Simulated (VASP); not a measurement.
# GaAs (F-43m) in VASP: relaxation of cell and atoms with PBE

Aim: the relaxation of cell and atoms of GaAs with PBE.

Program: VASP 6.6.1. These are calculated values, not measurements. Logs are shortened: lines on timing, memory, paths and dates and some standing lists are left out, and cuts for length are marked.

**1. The cell of the first run**

Symmetry: F-43m, No. 216, cubic system. Conventional cell: a = 5.744 Å, b = 5.744 Å, c = 5.744 Å, α = 90.00°, β = 90.00°, γ = 90.00°. Ga (site symmetry -43m) has 4 As at 2.49 Å within 3.3 Å. Within 3.3 Å of As (site symmetry -43m) lie 4 Ga at 2.49 Å.

**2. Relaxation of cell and atoms, PBE**

INCAR

```
PREC     = Accurate       # precision mode
ENCUT    = 600            # plane-wave cutoff, eV
EDIFF    = 1E-6           # SCF threshold, eV
ISMEAR   = 0              # smearing method
SIGMA    = 0.01           # smearing width, eV
LREAL    = F              # projectors in reciprocal space
LASPH    = T              # aspherical terms in the spheres
NELM     = 80             # most SCF steps
ALGO     = Normal         # electronic algorithm
ISIF     = 3              # what is computed and relaxed
LWAVE    = F              # write WAVECAR
LCHARG   = F              # write CHGCAR
GGA      = PE             # functional
IBRION   = 2              # ionic algorithm
NSW      = 80             # ionic steps
EDIFFG   = -0.015         # ionic threshold
```

KPOINTS

```
regular mesh
0
Gamma
  6 6 6
```

POSCAR

```
GaAs
1.0
    5.7437080156      0.0000000000      0.0000000000
    0.0000000000     -5.7437080156      0.0000000000
    0.0000000000      0.0000000000     -5.7437080156
Ga As
4 4
Direct
    0.0000000000      0.0000000000      0.0000000000
    0.5000000000      0.5000000000      0.0000000000
    0.5000000000      0.0000000000      0.5000000000
    0.0000000000      0.5000000000      0.5000000000
    0.7500000000      0.7500000000      0.7500000000
    0.2500000000      0.2500000000      0.7500000000
    0.2500000000      0.7500000000      0.2500000000
    0.7500000000      0.2500000000      0.2500000000
```

Potentials or basis: VASP PAW PBE potentials, release 64 (Ga_d, As).

Command:

```console
> cat potpaw_PBE.64/Ga_d/POTCAR potpaw_PBE.64/As/POTCAR > POTCAR
> mpirun -np 1 vasp_std > vasp.out
```

OUTCAR:

```text
PREC = Accurate
   ENCUT = 600
   EDIFF = 1E-6
   ISMEAR = 0
   LREAL = F
   LASPH = T
   NELM = 80
   ISIF = 3
   GGA = PE
   IBRION = 2
   NSW = 80
   EDIFFG = -0.015

 ion  position               nearest neighbor table
   1  0.000  0.000  0.000-   5 2.49   6 2.49   7 2.49   8 2.49
   2  0.500  0.500  0.000-   5 2.49   6 2.49   7 2.49   8 2.49
   3  0.500  0.000  0.500-   5 2.49   6 2.49   7 2.49   8 2.49
   4  0.000  0.500  0.500-   5 2.49   6 2.49   7 2.49   8 2.49
   5  0.750  0.750  0.750-   1 2.49   2 2.49   3 2.49   4 2.49
   6  0.250  0.250  0.750-   1 2.49   2 2.49   3 2.49   4 2.49
   7  0.250  0.750  0.250-   1 2.49   2 2.49   3 2.49   4 2.49
   8  0.750  0.250  0.250-   1 2.49   2 2.49   3 2.49   4 2.49

  LATTYP: Found a simple cubic cell.
 ALAT       =     5.7437080156

  Lattice vectors:

 A1 = (   5.7437080156,   0.0000000000,   0.0000000000)
 A2 = (   0.0000000000,  -5.7437080156,   0.0000000000)
 A3 = (   0.0000000000,   0.0000000000,  -5.7437080156)

Analysis of symmetry for initial positions (statically):
=====================================================================
 Subroutine PRICEL returns following result:

  LATTYP: Found a face centered cubic cell.
 ALAT       =     5.7437080156

  Lattice vectors:

 A1 = (   2.8718540078,   2.8718540078,   0.0000000000)
 A2 = (   2.8718540078,   0.0000000000,  -2.8718540078)
 A3 = (   0.0000000000,   2.8718540078,  -2.8718540078)

   4 primitive cells build up your supercell.

 Routine SETGRP: Setting up the symmetry group for a
 simple cubic supercell.

 Subroutine GETGRP returns: Found 24 space group operations
 (whereof 24 operations were pure point group operations)
 out of a pool of 48 trial point group operations.

The static configuration has the point symmetry T_d .

Analysis of symmetry for dynamics (positions and initial velocities):
=====================================================================
 Subroutine PRICEL returns following result:

[... 177 lines left out ...]
  energy-cutoff  :      600.00
  volume of cell :      189.49
      direct lattice vectors                 reciprocal lattice vectors
     5.743708016  0.000000000  0.000000000     0.174103558  0.000000000  0.000000000
     0.000000000 -5.743708016  0.000000000     0.000000000 -0.174103558  0.000000000
     0.000000000  0.000000000 -5.743708016     0.000000000  0.000000000 -0.174103558

 POSITION                                       TOTAL-FORCE (eV/Angst)
 -----------------------------------------------------------------------------------
      0.00000      0.00000      0.00000         0.000000      0.000000     -0.000000
      2.87185     -2.87185      0.00000         0.000000     -0.000000     -0.000000
      2.87185      0.00000     -2.87185         0.000000      0.000000     -0.000000
      0.00000     -2.87185     -2.87185         0.000000      0.000000      0.000000
      4.30778     -4.30778     -4.30778        -0.000000      0.000000      0.000000
      1.43593     -1.43593     -4.30778        -0.000000      0.000000      0.000000
      1.43593     -4.30778     -1.43593        -0.000000      0.000000      0.000000
      4.30778     -1.43593     -1.43593        -0.000000     -0.000000      0.000000
 -----------------------------------------------------------------------------------
    total drift:                                0.000000     -0.000000      0.000000

  FREE ENERGIE OF THE ION-ELECTRON SYSTEM (eV)
  ---------------------------------------------------
  free  energy   TOTEN  =       -33.1033284620 eV

  energy  without entropy=      -33.1033284620  energy(sigma->0) =      -33.10332846

--------------------------------------- Ionic step        2  -------------------------------------------

 number of electron      72.0000071 magnetization

 Free energy of the ion-electron system (eV)
  ---------------------------------------------------
  ext. energy  EPLUGINS =         0.00000000
  ---------------------------------------------------
  free energy    TOTEN  =       -33.10365648 eV

  energy without entropy =      -33.10365648  energy(sigma->0) =      -33.10365648

 E-fermi :   3.5260     XC(G=0):  -9.3576

 val. band max:        3.4586067642   @ k =   0.0000   0.0000   0.0000
 cond. band min:       3.5969643691   @ k =   0.0000   0.0000   0.0000
 fundamental gap:      0.1383576048
 Fermi energy:         3.5260024419

 k-point     1 :       0.0000    0.0000    0.0000
  band No.  band energies     occupation
      1     -11.3551      2.00000
      2     -11.3551      2.00000
      3     -11.3551      2.00000
      4     -11.2628      2.00000
      5     -11.2628      2.00000
      6     -11.2628      2.00000
[... 909 lines left out ...]
     42       8.0738      0.00000
     43       8.0738      0.00000

------------------------ aborting loop because EDIFF is reached ----------------------------------------

  FORCE on cell =-STRESS in cart. coord.  units (eV):
  Direction    XX          YY          ZZ          XY          YZ          ZX
  --------------------------------------------------------------------------------------
  -------------------------------------------------------------------------------------
  Total       -0.0851063     -0.0851063     -0.0851063     -0.0000000     -0.0000000      0.0000000
  in kB       -0.7165108     -0.7165108     -0.7165108     -0.0000000     -0.0000000      0.0000000
  external PRESSURE =      -0.7165108 kB  Pullay stress =       0.0000000 kB

 VOLUME and BASIS-vectors are now :
 -----------------------------------------------------------------------------
  energy-cutoff  :      600.00
  volume of cell :      190.30
      direct lattice vectors                 reciprocal lattice vectors
     5.751969371 -0.000000000  0.000000000     0.173853499 -0.000000000  0.000000000
    -0.000000000 -5.751969371  0.000000000    -0.000000000 -0.173853499 -0.000000000
     0.000000000  0.000000000 -5.751969371     0.000000000 -0.000000000 -0.173853499

 POSITION                                       TOTAL-FORCE (eV/Angst)
 -----------------------------------------------------------------------------------
     -0.00000     -5.75197      0.00000         0.000000     -0.000000      0.000000
      2.87598     -2.87598      0.00000        -0.000000     -0.000000      0.000000
      2.87598     -5.75197     -2.87598         0.000000     -0.000000      0.000000
      0.00000     -2.87598     -2.87598         0.000000      0.000000      0.000000
      4.31398     -4.31398     -4.31398        -0.000000      0.000000     -0.000000
      1.43799     -1.43799     -4.31398        -0.000000      0.000000     -0.000000
      1.43799     -4.31398     -1.43799        -0.000000      0.000000     -0.000000
      4.31398     -1.43799     -1.43799        -0.000000      0.000000     -0.000000
 -----------------------------------------------------------------------------------
    total drift:                                0.000000      0.000000      0.000000

  FREE ENERGIE OF THE ION-ELECTRON SYSTEM (eV)
  ---------------------------------------------------
  free  energy   TOTEN  =       -33.1036564826 eV

  energy  without entropy=      -33.1036564826  energy(sigma->0) =      -33.10365648

 reached required accuracy - stopping structural energy minimisation
```

Run time: 3.6 min. Hardware: 1 thread of AMD EPYC 9R45 (Zen 5), shared host; peak memory 0.4 GiB.

What came out:

- Free energy: -33.1037 eV
- Relaxed volume: 23.79 Å³/atom
- Relaxed cell: a = 5.752 Å, b = 5.752 Å, c = 5.752 Å, α = 90.00°, β = 90.00°, γ = 90.00°
- Space group after relaxing (to 0.1 Å): F-43m (No. 216)
- Energy gained by relaxing: 0.0 meV/atom
- Ionic steps: 2
- Pressure after relaxing: -0.1 GPa
- Band gap on the k mesh: 0.14 eV

Step by step:
```tsv
step	energy change (eV)	largest force (eV/Å)	pressure (GPa)	volume (Å³)
1	0.0000	0.0000	0.20	189.49
2	-0.0003	0.0000	-0.07	190.30
```

Final structure:
```cif
data_structure
_symmetry_space_group_name_H-M 'P 1'
_symmetry_Int_Tables_number 1
_cell_length_a 5.7520
_cell_length_b 5.7520
_cell_length_c 5.7520
_cell_angle_alpha 90.000
_cell_angle_beta 90.000
_cell_angle_gamma 90.000
_cell_volume 190.30
loop_
_atom_site_label
_atom_site_type_symbol
_atom_site_fract_x
_atom_site_fract_y
_atom_site_fract_z
_atom_site_occupancy
Ga1 Ga 0.00000 0.00000 0.00000 1
Ga2 Ga 0.50000 0.50000 0.00000 1
Ga3 Ga 0.50000 0.00000 0.50000 1
Ga4 Ga 0.00000 0.50000 0.50000 1
As1 As 0.75000 0.75000 0.75000 1
As2 As 0.25000 0.25000 0.75000 1
As3 As 0.25000 0.75000 0.25000 1
As4 As 0.75000 0.25000 0.25000 1
```

Levels at points of the mesh, in eV from the valence-band top:
| k point | band 32 | band 33 | band 34 | band 35 | band 36 | band 37 | band 38 | band 39 | band 40 | band 41 |
| --- | --- | --- | --- | --- | --- | --- | --- | --- | --- | --- |
| (0.00, 0.00, 0.00) | -2.50 | -2.50 | 0.00 | 0.00 | 0.00 | 0.14 | 1.56 | 1.56 | 1.56 | 1.68 |
| (0.50, 0.00, 0.00) | -3.11 | -1.57 | -1.57 | -1.57 | -1.57 | 2.01 | 2.01 | 3.13 | 3.13 | 4.38 |
| (0.50, 0.50, 0.00) | -3.14 | -1.14 | -1.14 | -1.14 | -1.14 | 2.61 | 2.61 | 2.61 | 2.61 | 5.47 |
| (0.50, 0.50, 0.50) | -1.07 | -1.07 | -1.07 | -1.07 | -1.07 | 0.86 | 0.86 | 0.86 | 0.86 | 4.62 |

Caveat: semilocal functionals underestimate gaps, and a narrow one can read as zero.
